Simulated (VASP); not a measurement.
# ZnF2 (P4_2/mnm) in VASP: settings compared

Aim: see how the results for ZnF2 move with the level of theory and the settings. Levels: PBE, PBE+U. Tasks: single point.

All numbers are computed with VASP 6.6.1; they aren't measurements. Logs are shortened: lines on timing, memory, paths and dates and some standing lists are left out, and cuts for length are marked.

### Step 1. The cell of the first run

It takes space group P4_2/mnm (No. 136, tetragonal). The conventional cell has a = 4.705 Å, b = 4.705 Å, c = 3.134 Å, α = 90.00°, β = 90.00°, γ = 90.00°. Zn (site symmetry mmm) has 6 F at 2.01 to 2.05 Å within 2.7 Å. F (site symmetry m2m) has 3 Zn at 2.01 to 2.05 Å and 1 F at 2.63 Å within 2.7 Å.

### Step 2. Single point, PBE

INCAR reads:

```
SYSTEM = ZnF2
ALGO = Normal
EDIFF = 1E-6
ENCUT = 600
GGA = PE
GGA_COMPAT = .FALSE.
ISIF = 2
ISMEAR = 0
LASPH = .TRUE.
LCHARG = .TRUE.
LELF = .TRUE.
LREAL = .FALSE.
LVHAR = .TRUE.
LWAVE = .FALSE.
NBANDS = 35
NELM = 120
PREC = Accurate
SIGMA = 0.01
```

KPOINTS reads:

```
k-points
0
G
  4 4 5
  0 0 0
```

POSCAR reads:

```
ZnF2
1.0
    4.7048000000      0.0000000000      0.0000000000
    0.0000000000      4.7048000000      0.0000000000
    0.0000000000      0.0000000000      3.1338000000
Zn F
2 4
Direct
    0.0000000000      0.0000000000      0.0000000000
    0.5000000000      0.5000000000      0.5000000000
    0.3024000000      0.3024000000      0.0000000000
    0.1976000000      0.8024000000      0.5000000000
    0.6976000000      0.6976000000      0.0000000000
    0.8024000000      0.1976000000      0.5000000000
```

Potentials or basis: VASP PAW PBE potentials, release 64 (Zn, F).

Run with:

```
$ cat potpaw_PBE.64/Zn/POTCAR potpaw_PBE.64/F/POTCAR > POTCAR
$ mpirun -np 1 vasp_std > vasp.out
```

OUTCAR:

```text
SYSTEM = ZnF2
   EDIFF = 1E-6
   ENCUT = 600
   GGA = PE
   ISIF = 2
   ISMEAR = 0
   LASPH = .TRUE.
   LREAL = .FALSE.
   NELM = 120
   PREC = Accurate

 ion  position               nearest neighbor table
   1  0.000  0.000  0.000-   3 2.01   5 2.01   4 2.05   6 2.05   4 2.05   6 2.05
   2  0.500  0.500  0.500-   4 2.01   6 2.01   5 2.05   3 2.05   3 2.05   5 2.05
   3  0.302  0.302  0.000-   1 2.01   2 2.05   2 2.05
   4  0.198  0.802  0.500-   2 2.01   1 2.05   1 2.05
   5  0.698  0.698  0.000-   1 2.01   2 2.05   2 2.05
   6  0.802  0.198  0.500-   2 2.01   1 2.05   1 2.05

  LATTYP: Found a simple tetragonal cell.
 ALAT       =     4.7048000000
 C/A-ratio  =     0.6660856997

  Lattice vectors:

 A1 = (   4.7048000000,   0.0000000000,   0.0000000000)
 A2 = (   0.0000000000,   4.7048000000,   0.0000000000)
 A3 = (   0.0000000000,   0.0000000000,   3.1338000000)

Analysis of symmetry for initial positions (statically):
=====================================================================
 Subroutine PRICEL returns:
 Original cell was already a primitive cell.

 Routine SETGRP: Setting up the symmetry group for a
 simple tetragonal supercell.

 Subroutine GETGRP returns: Found 16 space group operations
 (whereof  8 operations were pure point group operations)
 out of a pool of 16 trial point group operations.

The static configuration has the point symmetry D_2h.
 The point group associated with its full space group is D_4h.

Analysis of symmetry for dynamics (positions and initial velocities):
=====================================================================
 Subroutine PRICEL returns:
 Original cell was already a primitive cell.

 Routine SETGRP: Setting up the symmetry group for a
 simple tetragonal supercell.

 Subroutine GETGRP returns: Found 16 space group operations
 (whereof  8 operations were pure point group operations)
 out of a pool of 16 trial point group operations.

The dynamic configuration has the point symmetry D_2h.
 The point group associated with its full space group is D_4h.

 Subroutine INISYM returns: Found 16 space group operations
 (whereof  8 operations are pure point group operations),
 and found     1 'primitive' translations

----------------------------------------------------------------------------------------

                                     Primitive cell
[... 92 lines left out ...]
   EDIFF  = 0.1E-05   stopping-criterion for ELM
   LREAL  =      F    real-space projection
   EDIFFG = 0.1E-04   stopping-criterion for IOM
   NSW    =      0    number of steps for IOM
   IBRION =     -1    ionic relax: 0-MD 1-quasi-New 2-CG
   NFREE  =      0    steps in history (QN), initial steepest desc. (CG)
   ISIF   =      2    stress and relaxation
   ISYM   =      2    0-nonsym 1-usesym 2-fastsym
   POTIM  = 0.5000    time-step for ionic-motion
   TEBEG  =    0.0;   TEEND  =   0.0 temperature during run
   PSTRESS=    0.0 pullay stress
   NELECT =      52.0000    total number of electrons
   NUPDOWN=      -1.0000    fix difference up-down
   EMIN   =  10.00;   EMAX   =-10.00  energy-range for DOS
   EFERMI =   0.00;   METHOD = LEGACY
   ISMEAR =     0;   SIGMA  =   0.01  broadening in eV -4-tet -1-fermi 0-gaus
   EFERMI_NEDOS =   21; number of points for ismear=-14 and -15
   IALGO  =     38    algorithm
   IMIX   =      4    mixing-type and parameters
     AMIX     =   0.40;   BMIX     =  1.00
     AMIX_MAG =   1.60;   BMIX_MAG =  1.00
  volume/ion in A,a.u.               =      11.56        78.02
  Fermi-wavevector in a.u.,A,eV,Ry     =   1.487161  2.810327 30.091308  2.211649
  Thomas-Fermi vector in A             =   2.600357
   LORBIT       =      0    0 simple, 1 ext, 2 COOP (PROOUT), +10 PAW based schemes
   GGA     = PE    functional components
   LHFCALC =     F    Hartree Fock is set to
   AEXX    =    0.0000 exact exchange contribution
   IVDW    =     0    specifies the selected vdW correction
   LEPSILON=     F    determine dielectric tensor
   LRPA    =     F    only Hartree local field effects (RPA)
 non-spin polarized calculation
 Gauss-broadening in eV      SIGMA  =   0.01
  energy-cutoff  :      600.00
  volume of cell :       69.37
 maximum number of plane-waves:      2334
 NGX is ok and might be reduce to    40
   NGX = 19   NGY = 19   NGZ = 13

 number of electron      52.0000018 magnetization

 Free energy of the ion-electron system (eV)
  ---------------------------------------------------
  ext. energy  EPLUGINS =         0.00000000
  ---------------------------------------------------
  free energy    TOTEN  =       -23.16552021 eV

  energy without entropy =      -23.16552021  energy(sigma->0) =      -23.16552021

 E-fermi :  -0.9917     XC(G=0): -10.2770

 val. band max:       -1.1054091548   @ k =   0.0000   0.0000   0.0000
 cond. band min:       2.3709607244   @ k =   0.0000   0.0000   0.0000
 fundamental gap:      3.4763698792
 Fermi energy:        -0.9917301611

 k-point     1 :       0.0000    0.0000    0.0000
  band No.  band energies     occupation
      1     -23.0149      2.00000
      2     -22.2455      2.00000
      3     -22.2455      2.00000
      4     -22.2007      2.00000
      5      -7.3790      2.00000
      6      -6.4857      2.00000
[... 673 lines left out ...]
     34      11.9672      0.00000
     35      15.8324      0.00000

------------------------ aborting loop because EDIFF is reached ----------------------------------------

  FORCE on cell =-STRESS in cart. coord.  units (eV):
  Direction    XX          YY          ZZ          XY          YZ          ZX
  --------------------------------------------------------------------------------------
  -------------------------------------------------------------------------------------
  Total        2.7116463      2.7116463      3.0536448      0.0000000      0.0000000      0.0000000
  in kB       62.6310961     62.6310961     70.5302600      0.0000000      0.0000000      0.0000000
  external PRESSURE =      65.2641507 kB  Pullay stress =       0.0000000 kB

 VOLUME and BASIS-vectors are now :
 -----------------------------------------------------------------------------
  energy-cutoff  :      600.00
  volume of cell :       69.37
      direct lattice vectors                 reciprocal lattice vectors
     4.704800000  0.000000000  0.000000000     0.212548886  0.000000000  0.000000000
     0.000000000  4.704800000  0.000000000     0.000000000  0.212548886  0.000000000
     0.000000000  0.000000000  3.133800000     0.000000000  0.000000000  0.319101410

 POSITION                                       TOTAL-FORCE (eV/Angst)
 -----------------------------------------------------------------------------------
      0.00000      0.00000      0.00000         0.000000      0.000000     -0.000000
      2.35240      2.35240      1.56690         0.000000      0.000000     -0.000000
      1.42273      1.42273      0.00000         0.008642      0.008642      0.000000
      0.92967      3.77513      1.56690        -0.008642      0.008642     -0.000000
      3.28207      3.28207      0.00000        -0.008642     -0.008642     -0.000000
      3.77513      0.92967      1.56690         0.008642     -0.008642     -0.000000
 -----------------------------------------------------------------------------------
    total drift:                               -0.000000      0.000000     -0.000000

  FREE ENERGIE OF THE ION-ELECTRON SYSTEM (eV)
  ---------------------------------------------------
  free  energy   TOTEN  =       -23.1655202139 eV

  energy  without entropy=      -23.1655202139  energy(sigma->0) =      -23.16552021
```

OSZICAR:

```text
N       E                     dE             d eps       ncg     rms          rms(c)
DAV:   1     0.638574725210E+03    0.63857E+03   -0.29186E+04  1268   0.224E+03
DAV:   2     0.523579052055E+02   -0.58622E+03   -0.54949E+03  1340   0.537E+02
DAV:   3    -0.238690885789E+02   -0.76227E+02   -0.75384E+02  1386   0.192E+02
DAV:   4    -0.259093478553E+02   -0.20403E+01   -0.20346E+01  1476   0.328E+01
DAV:   5    -0.259233927753E+02   -0.14045E-01   -0.14043E-01  1454   0.284E+00    0.142E+01
DAV:   6    -0.230948928543E+02    0.28285E+01   -0.59802E+00  1802   0.417E+01    0.852E+00
DAV:   7    -0.231963961739E+02   -0.10150E+00   -0.20145E+00  1320   0.954E+00    0.521E+00
DAV:   8    -0.232088670047E+02   -0.12471E-01   -0.42870E-01  1857   0.130E+01    0.156E+00
DAV:   9    -0.231630581759E+02    0.45809E-01   -0.16492E-01  1895   0.135E+01    0.336E-01
DAV:  10    -0.231657314979E+02   -0.26733E-02   -0.29255E-02  1348   0.155E+00    0.195E-01
DAV:  11    -0.231654646519E+02    0.26685E-03   -0.16798E-03  1847   0.511E-01    0.567E-02
DAV:  12    -0.231655107648E+02   -0.46113E-04   -0.23155E-04  1527   0.420E-01    0.234E-02
DAV:  13    -0.231655199694E+02   -0.92046E-05   -0.17836E-04  1400   0.990E-02    0.870E-03
DAV:  14    -0.231655202139E+02   -0.24443E-06   -0.77251E-06  1391   0.456E-02
   1 F= -.23165520E+02 E0= -.23165520E+02  d E =-.530682E-60
```

Run time: 1.9 min. Hardware: 1 thread of Oxide Virtual Turin-like, shared host; peak memory 0.18 GiB.

Results:

- Free energy: -23.1655 eV
- Pressure: 6.5 GPa
- Largest force: 0.012 eV/Å
- Band gap on the k mesh: 3.48 eV

Forces in eV/Å, atoms in the order of the input:
```
Zn   0.000  0.000  0.000
Zn   0.000  0.000  0.000
F    0.009  0.009  0.000
F   -0.009  0.009  0.000
F   -0.009 -0.009  0.000
F    0.009 -0.009  0.000
```

Caveat: the cell stands under pressure.

### Step 3. Single point, PBE+U

INCAR reads:

```
ALGO = Normal
EDIFF = 1E-6
ENCUT = 600
GGA = PE
GGA_COMPAT = False
ISIF = 2
ISMEAR = 0
LASPH = True
LCHARG = False
LDAU = True
LDAUJ = 0 0
LDAUL = 2 -1
LDAUPRINT = 1
LDAUTYPE = 2
LDAUU = 2 0
LREAL = False
LWAVE = False
NBANDS = 35
NELM = 200
PREC = Accurate
SIGMA = 0.01
```

KPOINTS reads:

```
k-points
0
Gamma
  4 4 5
```

POSCAR is that of step 2.

Potentials or basis: VASP PAW PBE potentials, release 64 (Zn, F).

Run with:

```
$ cat potpaw_PBE.64/Zn/POTCAR potpaw_PBE.64/F/POTCAR > POTCAR
$ mpirun -np 1 vasp_std > vasp.out
```

Run time: 1.8 min. Hardware: 1 thread of Oxide Virtual Turin-like, shared host; peak memory 0.18 GiB.

It converged, with:

```
Free energy            : -23.1442 eV
Pressure               : 4.1 GPa
Largest force          : 0.031 eV/Å
Band gap on the k mesh : 3.96 eV
```

Forces in eV/Å, atoms in the order of the input:
```
Zn   0.000  0.000  0.000
Zn   0.000  0.000  0.000
F    0.022  0.022  0.000
F   -0.022  0.022  0.000
F   -0.022 -0.022  0.000
F    0.022 -0.022  0.000
```

Stress tensor (GPa, compression positive):
```
4.07 0.00 0.00
0.00 4.07 0.00
0.00 0.00 4.21
```

Levels at points of the mesh, in eV from the valence-band top:
| k point | band 23 | band 24 | band 25 | band 26 | band 27 | band 28 | band 29 | band 30 |
| --- | --- | --- | --- | --- | --- | --- | --- | --- |
| (0.00, 0.00, 0.00) | -0.77 | -0.30 | -0.30 | 0.00 | 3.96 | 9.81 | 10.12 | 10.12 |
| (0.50, 0.00, 0.00) | -0.54 | -0.54 | -0.37 | -0.37 | 6.56 | 6.56 | 11.04 | 11.04 |
| (0.50, 0.50, 0.00) | -1.01 | -1.01 | -0.32 | -0.32 | 7.48 | 7.48 | 9.65 | 9.65 |

Eigenvalues of the final occupation matrices:
| site | spin | trace | eigenvalues |
| --- | --- | --- | --- |
| site 1 d | 1 | 5.00 | 0.99 0.99 0.99 1.02 1.02 |
| site 1 d | 2 | 5.00 | 0.99 0.99 0.99 1.02 1.02 |
| site 2 d | 1 | 5.00 | 0.99 0.99 0.99 1.02 1.02 |
| site 2 d | 2 | 5.00 | 0.99 0.99 0.99 1.02 1.02 |

Caveat: the cell stands under pressure.

### Step 4. Single point, PBE+U

INCAR reads:

```
SYSTEM = ZnF2
ALGO = Normal
EDIFF = 1E-6
ENCUT = 600
GGA = PE
GGA_COMPAT = .False.
ISIF = 2
ISMEAR = 0
LASPH = .True.
LCHARG = .False.
LDAU = .True.
LDAUJ = 0 0
LDAUL = 2 -1
LDAUPRINT = 1
LDAUTYPE = 2
LDAUU = 4 0
LREAL = .False.
LWAVE = .False.
NBANDS = 35
NELM = 200
PREC = Accurate
SIGMA = 0.01
```

KPOINTS reads:

```
k-points
0
Gamma
  4 4 5
  0 0 0
```

POSCAR is that of step 3.

Run with:

```
$ cat potpaw_PBE.64/Zn/POTCAR potpaw_PBE.64/F/POTCAR > POTCAR
$ mpirun -np 1 vasp_std > vasp.out
```

Wall time 89 s (1 thread of Oxide Virtual Turin-like, shared host); peak memory 0.18 GiB.

The run converged. Its results:

- Free energy: -23.1909 eV
- Pressure: 1.2 GPa
- Largest force: 0.051 eV/Å
- Band gap on the k mesh: 4.34 eV (least direct gap 4.38 eV)

Forces in eV/Å, atoms in the order of the input:
```
Zn   0.000  0.000  0.000
Zn   0.000  0.000  0.000
F    0.036  0.036  0.000
F   -0.036  0.036  0.000
F   -0.036 -0.036  0.000
F    0.036 -0.036  0.000
```

Stress tensor (GPa, compression positive):
```
1.40 0.00 0.00
0.00 1.40 0.00
0.00 0.00 0.86
```

Levels at points of the mesh, in eV from the valence-band top:
```
           k point  band 22  band 23  band 24  band 25  band 26  band 27  band 28  band 29  band 30  band 31
(0.00, 0.00, 0.00)    -0.78    -0.43    -0.25    -0.25    -0.04     4.34    10.16    10.50    10.50    14.19
(0.50, 0.00, 0.00)    -1.05    -0.41    -0.41    -0.30    -0.30     6.94     6.94    11.41    11.41    13.82
(0.50, 0.50, 0.00)    -1.45    -0.76    -0.76    -0.27    -0.27     7.84     7.84    10.02    10.02    15.42
```

Eigenvalues of the final occupation matrices:
```
    site  spin  trace               eigenvalues
site 1 d     1   5.02  0.99 0.99 0.99 1.02 1.03
site 1 d     2   5.02  0.99 0.99 0.99 1.02 1.03
site 2 d     1   5.02  0.99 0.99 0.99 1.02 1.03
site 2 d     2   5.02  0.99 0.99 0.99 1.02 1.03
```

A k mesh can miss the band edges.

### Step 5. Single point, PBE+U

INCAR reads:

```
PREC = Accurate
ENCUT = 600
EDIFF = 1E-6
ISMEAR = 0
SIGMA = 0.01
LREAL = False
LASPH = True
NELM = 200
ALGO = Normal
ISIF = 2
LWAVE = False
LCHARG = False
LDAU = True
LDAUTYPE = 2
LDAUL = 2 -1
LDAUU = 6 0
LDAUJ = 0 0
LDAUPRINT = 1
GGA = PE
NBANDS = 35
GGA_COMPAT = False
```

KPOINTS reads:

```
Automatic mesh
0
Gamma
  4 4 5
```

POSCAR is that of step 4.

Run with:

```
$ cat potpaw_PBE.64/Zn/POTCAR potpaw_PBE.64/F/POTCAR > POTCAR
$ mpirun -np 1 vasp_std > vasp.out
```

It took 2 min on 1 thread of Oxide Virtual Turin-like, shared host; peak memory 0.18 GiB.

Results (log left out):

```yaml
Free_energy: -23.3107 eV
Pressure: -1.5 GPa
Largest_force: 0.072 eV/Å
Band_gap_on_the_k_mesh: 4.63 eV (least direct gap 4.77 eV)
```

Forces on the atoms (eV/Å):
```
Zn   0.000  0.000  0.000
Zn   0.000  0.000  0.000
F    0.051  0.051  0.000
F   -0.051  0.051  0.000
F   -0.051 -0.051  0.000
F    0.051 -0.051  0.000
```

Stress tensor (GPa, compression positive):
```
-1.09  0.00  0.00
 0.00 -1.09  0.00
 0.00  0.00 -2.36
```

Levels at points of the mesh, in eV from the valence-band top:
| k point | band 23 | band 24 | band 25 | band 26 | band 27 | band 28 | band 29 | band 30 |
| --- | --- | --- | --- | --- | --- | --- | --- | --- |
| (0.00, 0.00, 0.00) | -0.24 | -0.24 | -0.18 | -0.13 | 4.63 | 10.42 | 10.79 | 10.79 |
| (0.50, 0.00, 0.00) | -0.29 | -0.29 | -0.27 | -0.27 | 7.22 | 7.22 | 11.69 | 11.69 |
| (0.50, 0.50, 0.00) | -0.58 | -0.58 | -0.27 | -0.27 | 8.10 | 8.10 | 10.30 | 10.30 |

Eigenvalues of the final occupation matrices:
```tsv
site	spin	trace	eigenvalues
site 1 d	1	5.04	0.99 0.99 0.99 1.03 1.03
site 1 d	2	5.04	0.99 0.99 0.99 1.03 1.03
site 2 d	1	5.04	0.99 0.99 0.99 1.03 1.03
site 2 d	2	5.04	0.99 0.99 0.99 1.03 1.03
```

A k mesh can miss the band edges.

### Step 6. Overview

```csv
level,U,gap on the mesh (eV),pressure (GPa),largest force (eV/Å)
PBE,-,3.48,6.5,0.01
PBE+U,Zn d U = 2.0 eV,3.96,4.1,0.03
PBE+U,Zn d U = 4.0 eV,4.34,1.2,0.05
PBE+U,Zn d U = 6.0 eV,4.63,-1.5,0.07
```

Alike in all rows: task single point; potentials or basis VASP PAW PBE potentials, release 64 (Zn, F); no spin polarisation; cell as given; k mesh 4 × 4 × 5; cutoff (eV) 600; smearing gaussian 0.01 eV.

On the cell as given the gap runs from 3.48 eV (PBE) to 4.63 eV (PBE+U). The pressure there spans -1.5 GPa (PBE+U) to 6.5 GPa (PBE); a positive pressure means that this level wants a larger cell, a negative one a smaller.

Caveats: the cell stands under pressure (at least some runs).

Absolute energies hang on the potentials; compare differences alone.
